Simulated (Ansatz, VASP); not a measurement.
## One calculation of GaGe3, two programs

```
Ge Ga
1.0
     4.19113    0.00000    0.00000
     0.00000    4.19113    0.00000
     0.00000    0.00000    4.19113
Ge Ga
3 1
Direct
  0.50000 0.50000 0.00000
  0.50000 0.00000 0.50000
  0.00000 0.50000 0.50000
  0.00000 0.00000 0.00000
```

Change from the starting cell: volume scaled by 0.94.

Alike in both runs: task single point; functional LDA; k mesh 6 × 6 × 6; occupations fermi-dirac, width 0.05 eV; no spin polarisation.

|  | VASP | Ansatz |
| --- | --- | --- |
| version | VASP 6.6.1 | Ansatz 0.2.0 |
| potentials or method | VASP PAW LDA potentials, release 64 (Ge_d, Ga_d), cutoff 520 eV | all-electron LAPW, scalar-relativistic |

```csv
,VASP,Ansatz,Ansatz less VASP
gap on the k mesh at the Fermi level (eV),none,none,-
pressure (GPa),-1.4,-1.4,-0.03
```

LDA's correlation is that of Perdew and Zunger in VASP and of Perdew and Wang (1992) in Ansatz. A gap of «none» marks a metal or a gap that the smearing closes. Ansatz ran all-electron here, and VASP with PAW potentials.
